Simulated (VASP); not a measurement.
Wanted: the native input for a VASP 6.6.1 run.

```yaml
Task: relaxation of cell and atoms
Functional: PBE
Potentials_or_basis: VASP PAW PBE potentials, release 64 (S)
Cutoff: 600 eV
k_mesh: 8 × 8 × 11
Occupations: fermi-dirac, width 0.08 eV
Spin: no spin polarisation
Target_pressure: 2.3 GPa
Dipole_correction: no
Further_INCAR_settings: ALGO = Normal; EDIFF = 1e-06; IBRION = 2; EDIFFG = -0.005; NSW = 60; ISIF = 3
```

The structure of S lies in POSCAR:

```
S
1.0
    4.4203356071      0.0000000000      0.0000000000
   -2.2101678035      3.8281229290      0.0000000000
    0.0000000000      0.0000000000      2.7406080764
S
3
Direct
    0.0000000000      0.0000000000      0.0000000000
    0.3333333333      0.6666666667      0.5000000000
    0.6666666667      0.3333333333      0.5000000000
```

The input as run:

INCAR

```
  PREC = Accurate
  ENCUT = 600
  EDIFF = 1E-6
  ISMEAR = -1
  SIGMA = 0.08
  LREAL = F
  LASPH = T
  NELM = 80
  ALGO = Normal
  ISIF = 3
  LWAVE = F
  LCHARG = F
  GGA = PE
  IBRION = 2
  NSW = 60
  EDIFFG = -0.005
  PSTRESS = 23.0
```

KPOINTS

```
Automatic mesh
0
Gamma
  8 8 11
```

Potentials or basis: VASP PAW PBE potentials, release 64 (S).

Command:

```sh
$ cat potpaw_PBE.64/S/POTCAR > POTCAR
$ mpirun -np 1 vasp_std > vasp.out
```

Results of the run:

| Property | Result |
| --- | --- |
| Relaxed volume | 22.73 Å³/atom |
| Relaxed cell | a = 6.093 Å, b = 6.093 Å, c = 2.121 Å, α = 90.00°, β = 90.00°, γ = 120.00° |
| Space group after relaxing (to 0.05 Å) | P6/mmm (No. 191) |
| Energy change on relaxing (the enthalpy is what falls) | -378.5 meV/atom |
| Ionic steps | 30 |
| Pressure after relaxing | 2.3 GPa |
| Band gap on the k mesh | zero (band 9 reaches 4.15 eV, above the bottom of band 10 at 2.21 eV) |

Caveat: the cell is relaxed towards a set pressure, so the enthalpy falls and the energy may rise; the volume moved by over 15 % at a fixed basis, so the end points are rough.

It took 4 min on 1 thread of Intel(R) Xeon(R) 6975P-C (Granite Rapids), with other jobs on the host, peak memory 0.19 GiB.
